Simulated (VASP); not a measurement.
# Pt in VASP: a series of runs

The runs below take Pt through single point, relaxation of the atoms, with PBE.

Everything below comes from runs of VASP 6.6.1. Logs are shortened: lines on timing, memory, paths and dates and some standing lists are left out, and cuts for length are marked.

### 1 The cell of the first run

The cell holds a slab with vacuum, 3 atoms: a = 2.807 Å, b = 2.807 Å, c = 18.584 Å, α = 90.00°, β = 90.00°, γ = 120.00°.

### 2 Single point, PBE

Input file INCAR:

```
SYSTEM = Pt
PREC = Accurate
ENCUT = 520
EDIFF = 1E-6
ISMEAR = 0
SIGMA = 0.1
LREAL = .FALSE.
LASPH = .TRUE.
NELM = 100
ALGO = Normal
ISIF = 2
LWAVE = .FALSE.
LCHARG = .FALSE.
LDIPOL = .TRUE.
IDIPOL = 3
DIPOL = 0.5 0.5 0.501
GGA = PE
NBANDS = 22
```

Input file KPOINTS:

```
regular mesh
0
G
  12 12 1
  0 0 0
```

Input file POSCAR:

```
Pt
1.0
    2.8071640662      0.0000000000      0.0000000000
   -1.4035820331      2.4310753939      0.0000000000
    0.0000000000      0.0000000000     18.5840797243
Pt
3
Direct
    0.6666666667      0.3333333333      0.3766664857
    0.3333333333      0.6666666667      0.5009504660
    0.0000000000      0.0000000000      0.6252268342
```

Potentials or basis: VASP PAW PBE potentials, release 64 (Pt).

The run is started by

```sh
$ cat potpaw_PBE.64/Pt/POTCAR > POTCAR
$ mpirun -np 1 vasp_std > vasp.out
```

OUTCAR:

```text
SYSTEM = Pt
   PREC = Accurate
   ENCUT = 520
   EDIFF = 1E-6
   ISMEAR = 0
   LREAL = .FALSE.
   LASPH = .TRUE.
   NELM = 100
   ISIF = 2
   GGA = PE

 ion  position               nearest neighbor table
   1  0.667  0.333  0.377-   2 2.82   2 2.82   2 2.82
   2  0.333  0.667  0.501-   3 2.82   3 2.82   3 2.82   1 2.82   1 2.82   1 2.82
   3  0.000  0.000  0.625-   2 2.82   2 2.82   2 2.82

  LATTYP: Found a hexagonal cell.
 ALAT       =     2.8071640662
 C/A-ratio  =     6.6202328350

  Lattice vectors:

 A1 = (   2.8071640662,   0.0000000000,   0.0000000000)
 A2 = (  -1.4035820331,   2.4310753939,   0.0000000000)
 A3 = (   0.0000000000,   0.0000000000,  18.5840797243)

Analysis of symmetry for initial positions (statically):
=====================================================================
 Subroutine PRICEL returns:
 Original cell was already a primitive cell.

 Routine SETGRP: Setting up the symmetry group for a
 hexagonal supercell.

 Subroutine GETGRP returns: Found 12 space group operations
 (whereof  6 operations were pure point group operations)
 out of a pool of 24 trial point group operations.

The static configuration has the point symmetry C_3v.
 The point group associated with its full space group is D_3d.

Analysis of symmetry for dynamics (positions and initial velocities):
=====================================================================
 Subroutine PRICEL returns:
 Original cell was already a primitive cell.

 Routine SETGRP: Setting up the symmetry group for a
 hexagonal supercell.

 Subroutine GETGRP returns: Found 12 space group operations
 (whereof  6 operations were pure point group operations)
 out of a pool of 24 trial point group operations.

The dynamic configuration has the point symmetry C_3v.
 The point group associated with its full space group is D_3d.

 Subroutine INISYM returns: Found 12 space group operations
 (whereof  6 operations are pure point group operations),
 and found     1 'primitive' translations

----------------------------------------------------------------------------------------

                                     Primitive cell

  volume of cell :     126.8257

  direct lattice vectors                    reciprocal lattice vectors
     2.807164066  0.000000000  0.000000000     0.356231405  0.205670298  0.000000000
    -1.403582033  2.431075394  0.000000000     0.000000000  0.411340595  0.000000000
     0.000000000  0.000000000 18.584079724     0.000000000  0.000000000  0.053809498

  length of vectors
     2.807164066  2.807164066 18.584079724     0.411340595  0.411340595  0.053809498

  position of ions in fractional coordinates (direct lattice)
     0.666666667  0.333333333  0.376666486
     0.333333333  0.666666667  0.500950466
     0.000000000  0.000000000  0.625226834

  ion indices of the primitive-cell ions
   primitive index   ion index
                 1           1
                 2           2
                 3           3

----------------------------------------------------------------------------------------

 KPOINTS: regular mesh

Automatic generation of k-mesh.
 Grid dimensions read from file:
 generate k-points for:   12   12    1

 Generating k-lattice:

  Cartesian coordinates                     Fractional coordinates (reciprocal lattice)
     0.029685950  0.017139191  0.000000000     0.083333333  0.000000000  0.000000000
     0.000000000  0.034278383  0.000000000     0.000000000  0.083333333  0.000000000
     0.000000000  0.000000000  0.053809498     0.000000000  0.000000000  1.000000000

  Length of vectors
     0.034278383  0.034278383  0.053809498

  Shift w.r.t. Gamma in fractional coordinates (k-lattice)
     0.000000000  0.000000000  0.000000000

 Subroutine IBZKPT returns following result:
 ===========================================

 Found     19 irreducible k-points:

 Following reciprocal coordinates:
            Coordinates               Weight
  0.000000  0.000000  0.000000      1.000000
  0.083333  0.000000  0.000000      6.000000
  0.166667 -0.000000  0.000000      6.000000
  0.250000 -0.000000  0.000000      6.000000
  0.333333 -0.000000  0.000000      6.000000
  0.416667  0.000000  0.000000      6.000000
[... 11 lines left out ...]
  0.333333  0.250000  0.000000     12.000000
  0.333333  0.333333  0.000000      2.000000
   k-points           NKPTS =     19   k-points in BZ     NKDIM =     19   number of bands    NBANDS=     22
   number of dos      NEDOS =    301   number of ions     NIONS =      3
   total plane-waves  NPLWV =  80640
   dimension x,y,z NGX =    24 NGY =   24 NGZ =  140
   dimension x,y,z NGXF=    48 NGYF=   48 NGZF=  280
   ions per type =               3
   NGX,Y,Z   is equivalent  to a cutoff of  14.21, 14.21, 12.52 a.u.
   NGXF,Y,Z  is equivalent  to a cutoff of  28.43, 28.43, 25.05 a.u.
 SYSTEM =  Pt
   PREC   = accura    normal or accurate (medium, high low for compatibility)
   ISTART =      0    job   : 0-new  1-cont  2-samecut
   ICHARG =      2    charge: 1-file 2-atom 10-const
   ISPIN  =      1    spin polarized calculation?
   LNONCOLLINEAR =      F non collinear calculations
   LSORBIT =      F    spin-orbit coupling
   LASPH  =      T    aspherical Exc in radial PAW
   ENCUT  =  520.0 eV  38.22 Ry    6.18 a.u.   5.22  5.22 34.55*2*pi/ulx,y,z
   NELM   =    100;   NELMIN=  2; NELMDL= -5     # of ELM steps
   EDIFF  = 0.1E-05   stopping-criterion for ELM
   LREAL  =      F    real-space projection
   EDIFFG = 0.1E-04   stopping-criterion for IOM
   NSW    =      0    number of steps for IOM
   IBRION =     -1    ionic relax: 0-MD 1-quasi-New 2-CG
   NFREE  =      0    steps in history (QN), initial steepest desc. (CG)
   ISIF   =      2    stress and relaxation
   ISYM   =      2    0-nonsym 1-usesym 2-fastsym
   POTIM  = 0.5000    time-step for ionic-motion
   TEBEG  =    0.0;   TEEND  =   0.0 temperature during run
   PSTRESS=    0.0 pullay stress
   NELECT =      30.0000    total number of electrons
   NUPDOWN=      -1.0000    fix difference up-down
   EMIN   =  10.00;   EMAX   =-10.00  energy-range for DOS
   EFERMI =   0.00;   METHOD = LEGACY
   ISMEAR =     0;   SIGMA  =   0.10  broadening in eV -4-tet -1-fermi 0-gaus
   EFERMI_NEDOS =   21; number of points for ismear=-14 and -15
   IALGO  =     38    algorithm
   IMIX   =      4    mixing-type and parameters
     AMIX     =   0.40;   BMIX     =  1.00
     AMIX_MAG =   1.60;   BMIX_MAG =  1.00
  volume/ion in A,a.u.               =      42.28       285.29
  Fermi-wavevector in a.u.,A,eV,Ry     =   1.012464  1.913279 13.947099  1.025083
  Thomas-Fermi vector in A             =   2.145575
   LORBIT       =      0    0 simple, 1 ext, 2 COOP (PROOUT), +10 PAW based schemes
   GGA     = PE    functional components
   LHFCALC =     F    Hartree Fock is set to
   AEXX    =    0.0000 exact exchange contribution
   IVDW    =     0    specifies the selected vdW correction
   LEPSILON=     F    determine dielectric tensor
   LRPA    =     F    only Hartree local field effects (RPA)
 non-spin polarized calculation
 Gauss-broadening in eV      SIGMA  =   0.10
  energy-cutoff  :      520.00
  volume of cell :      126.83
 maximum number of plane-waves:      3445
 NGX is ok and might be reduce to    24
   NGX = 11   NGY = 11   NGZ = 69

 dipolmoment           0.000000      0.000000      0.000118 electrons x Angstroem

 number of electron      29.9999998 magnetization

 dipolmoment           0.000000      0.000000     -0.000480 electrons x Angstroem

 Free energy of the ion-electron system (eV)
  ---------------------------------------------------
  ext. energy  EPLUGINS =         0.00000000
  ---------------------------------------------------
  free energy    TOTEN  =       -16.99994231 eV

  energy without entropy =      -16.95874396  energy(sigma->0) =      -16.97934313

 E-fermi :   0.1873     XC(G=0):  -5.8736

 val. band max:        0.1852109983   @ k =   0.4167   0.0000   0.0000
 cond. band min:       0.1890285671   @ k =   0.0000   0.0000   0.0000
 fundamental gap:      0.0038175688
 Fermi energy:         0.1873193887

 k-point     1 :       0.0000    0.0000    0.0000
  band No.  band energies     occupation
      1      -8.6064      2.00000
      2      -6.8840      2.00000
      3      -6.4005      2.00000
      4      -3.2405      2.00000
      5      -3.1238      2.00000
      6      -3.1238      2.00000
[... 14 lines left out ...]
     21       6.2076      0.00000
     22       7.0470      0.00000

 k-point     2 :       0.0833    0.0000    0.0000
  band No.  band energies     occupation
      1      -8.3709      2.00000
      2      -6.6462      2.00000
      3      -6.1753      2.00000
      4      -3.3311      2.00000
      5      -3.2472      2.00000
      6      -3.0836      2.00000
[... 14 lines left out ...]
     21       6.4038      0.00000
     22       7.1822      0.00000

 k-point     3 :       0.1667   -0.0000    0.0000
  band No.  band energies     occupation
      1      -7.7161      2.00000
      2      -6.0259      2.00000
      3      -5.5929      2.00000
      4      -3.7594      2.00000
      5      -3.5503      2.00000
      6      -3.2166      2.00000
[... 14 lines left out ...]
     21       6.9892      0.00000
     22       7.5912      0.00000
[... 351 lines left out ...]
 k-point    18 :       0.3333    0.2500    0.0000
  band No.  band energies     occupation
      1      -4.9011      2.00000
      2      -4.8264      2.00000
      3      -4.4710      2.00000
      4      -4.1409      2.00000
      5      -3.7108      2.00000
      6      -3.4443      2.00000
[... 14 lines left out ...]
     21       8.0744      0.00000
     22       9.1058      0.00000

 k-point    19 :       0.3333    0.3333    0.0000
  band No.  band energies     occupation
      1      -4.6323      2.00000
      2      -4.5265      2.00000
      3      -4.5228      2.00000
      4      -3.9711      2.00000
      5      -3.9702      2.00000
      6      -3.0553      2.00000
[... 14 lines left out ...]
     21       7.4308      0.00000
     22       9.4955      0.00000

------------------------ aborting loop because EDIFF is reached ----------------------------------------

 vacuum level on the upper side and lower side of the slab       (xc-potential included)        -0.170        -0.158

  FORCE on cell =-STRESS in cart. coord.  units (eV):
  Direction    XX          YY          ZZ          XY          YZ          ZX
  --------------------------------------------------------------------------------------
  -------------------------------------------------------------------------------------
  Total       -4.7853442     -4.7853442     -0.1077779      0.0000000     -0.0000000      0.0000000
  in kB      -60.4528077    -60.4528077     -1.3615481      0.0000000     -0.0000000      0.0000000
  external PRESSURE =     -40.7557212 kB  Pullay stress =       0.0000000 kB

 VOLUME and BASIS-vectors are now :
 -----------------------------------------------------------------------------
  energy-cutoff  :      520.00
  volume of cell :      126.83
      direct lattice vectors                 reciprocal lattice vectors
     2.807164066  0.000000000  0.000000000     0.356231405  0.205670298  0.000000000
    -1.403582033  2.431075394  0.000000000     0.000000000  0.411340595  0.000000000
     0.000000000  0.000000000 18.584079724     0.000000000  0.000000000  0.053809498

 POSITION                                       TOTAL-FORCE (eV/Angst)
 -----------------------------------------------------------------------------------
      1.40358      0.81036      7.00000         0.000000      0.000000      0.014955
     -0.00000      1.62072      9.30970        -0.000000     -0.000000     -0.000000
      0.00000      0.00000     11.61927         0.000000      0.000000     -0.014955
 -----------------------------------------------------------------------------------
    total drift:                               -0.000000     -0.000000     -0.070375

  FREE ENERGIE OF THE ION-ELECTRON SYSTEM (eV)
  ---------------------------------------------------
  free  energy   TOTEN  =       -16.9999423059 eV

  energy  without entropy=      -16.9587439597  energy(sigma->0) =      -16.97934313

 vacuum level on the upper side and lower side of the slab         5.865         5.879
```

Run time: 3.8 min. Hardware: 1 thread of Intel Xeon 8259CL, shared host; peak memory 0.27 GiB.

Results:

```
Free energy            : -16.9999 eV
Largest force          : 0.015 eV/Å
Band gap on the k mesh : zero (bands 15 and 16 overlap by 1.27 eV)
```

Forces on the atoms (eV/Å):
```
Pt   0.000  0.000  0.015
Pt   0.000  0.000  0.000
Pt   0.000  0.000 -0.015
```

Caveat: spin-orbit coupling is left out, which moves the levels of the heavy elements.

### 3 Relaxation of the atoms, PBE

Input file INCAR:

```
SYSTEM = Pt
  PREC = Accurate
  ENCUT = 520
  EDIFF = 1E-6
  ISMEAR = 0
  SIGMA = 0.1
  LREAL = .FALSE.
  LASPH = .TRUE.
  NELM = 100
  ALGO = Normal
  ISIF = 2
  LWAVE = .FALSE.
  LCHARG = .FALSE.
  LDIPOL = .TRUE.
  IDIPOL = 3
  DIPOL = 0.5 0.5 0.500
  GGA = PE
  IBRION = 2
  NSW = 70
  EDIFFG = -0.03
```

Input file KPOINTS:

```
Automatic mesh
0
G
  12 12 1
  0 0 0
```

Input file POSCAR:

```
Pt
1.0
    2.8071640662      0.0000000000      0.0000000000
   -1.4035820331      2.4310753939      0.0000000000
    0.0000000000      0.0000000000     18.5840797243
Pt
3
Selective dynamics
Direct
    0.6666666667      0.3333333333      0.3766664857  F F F
    0.3333333333      0.6666666667      0.5000000000  T T T
    0.0000000000      0.0000000000      0.6233335143  T T T
```

Potentials or basis: VASP PAW PBE potentials, release 64 (Pt).

The run is started by

```sh
$ cat potpaw_PBE.64/Pt/POTCAR > POTCAR
$ mpirun -np 1 vasp_std > vasp.out
```

It took 9 min on 1 thread of Intel Xeon 8259CL, shared host; peak memory 0.28 GiB.

The run converged. Its results:

```yaml
Free_energy: -16.9999 eV
Energy_gained_by_relaxing: 0.4 meV/atom
Ionic_steps: 5
Band_gap_on_the_k_mesh: zero (bands 15 and 16 overlap by 1.27 eV)
```

The path:
| step | energy change (eV) | largest force on free atoms (eV/Å) | pressure (GPa) |
| --- | --- | --- | --- |
| 1 | 0.0000 | 0.0844 | -3.63 |
| 2 | -0.0003 | 0.0597 | -3.68 |
| 3 | -0.0006 | 0.0802 | -3.80 |
| 4 | -0.0009 | 0.0588 | -3.85 |
| 5 | -0.0012 | 0.0087 | -3.97 |

Final structure:
```
CELL_PARAMETERS angstrom
2.80716 0.00000 0.00000
-1.40358 2.43108 0.00000
0.00000 0.00000 18.58408
ATOMIC_POSITIONS crystal
Pt 0.66667 0.33333 0.37667
Pt 0.33333 0.66667 0.50072
Pt 0.00000 0.00000 0.62477
```

Levels at points of the mesh, in eV from the Fermi level:
| k point | band 13 | band 14 | band 15 | band 16 | band 17 | band 18 |
| --- | --- | --- | --- | --- | --- | --- |
| (0.00, 0.00, 0.00) | -1.32 | -0.64 | -0.64 | -0.63 | 0.00 | 0.00 |
| (0.50, 0.00, 0.00) | 0.20 | 0.54 | 0.59 | 1.25 | 2.86 | 2.89 |

Caveat: spin-orbit coupling is left out, which moves the levels of the heavy elements.

### 4 Relaxation of the atoms, PBE

INCAR is that of step 3.

KPOINTS is that of step 3.

Input file POSCAR:

```
Pt
1.0
    2.8071640665      0.0000000000      0.0000000000
   -1.4035820333      2.4310753942      0.0000000000
    0.0000000000      0.0000000000     18.5840797248
Pt
3
Selective dynamics
Direct
    0.6666666667      0.3333333333      0.3766664857  F F F
    0.3333333333      0.6666666667      0.5000000000  T T T
    0.0000000000      0.0000000000      0.6233335143  T T T
```

The run is started by

```sh
$ cat potpaw_PBE.64/Pt/POTCAR > POTCAR
$ mpirun -np 1 vasp_std > vasp.out
```

Wall time 2.5 min (1 thread of Intel Xeon Platinum 8375C at 2.90GHz (Ice Lake), shared host); peak memory 0.28 GiB.

It converged, with:

| Quantity | Value |
| --- | --- |
| Free energy | -16.9999 eV |
| Energy gained by relaxing | 0.4 meV/atom |
| Ionic steps | 5 |
| Band gap on the k mesh | zero (bands 15 and 16 overlap by 1.27 eV) |

The path:
```csv
step,energy change (eV),largest force on free atoms (eV/Å),pressure (GPa)
1,0.0000,0.0844,-3.63
2,-0.0003,0.0597,-3.68
3,-0.0006,0.0802,-3.80
4,-0.0009,0.0588,-3.85
5,-0.0012,0.0087,-3.97
```

Final structure:
```cif
data_structure
_symmetry_space_group_name_H-M 'P 1'
_symmetry_Int_Tables_number 1
_cell_length_a 2.8072
_cell_length_b 2.8072
_cell_length_c 18.5841
_cell_angle_alpha 90.000
_cell_angle_beta 90.000
_cell_angle_gamma 120.000
_cell_volume 126.83
loop_
_atom_site_label
_atom_site_type_symbol
_atom_site_fract_x
_atom_site_fract_y
_atom_site_fract_z
_atom_site_occupancy
Pt1 Pt 0.66667 0.33333 0.37667 1
Pt2 Pt 0.33333 0.66667 0.50072 1
Pt3 Pt 0.00000 0.00000 0.62477 1
```

Levels at points of the mesh, in eV from the Fermi level:
| k point | band 12 | band 13 | band 14 | band 15 | band 16 | band 17 | band 18 | band 19 |
| --- | --- | --- | --- | --- | --- | --- | --- | --- |
| (0.00, 0.00, 0.00) | -1.32 | -1.32 | -0.64 | -0.64 | -0.63 | 0.00 | 0.00 | 0.94 |
| (0.50, 0.00, 0.00) | -0.09 | 0.20 | 0.54 | 0.59 | 1.25 | 2.86 | 2.89 | 5.84 |

Caveat: spin-orbit coupling is left out, which moves the levels of the heavy elements.
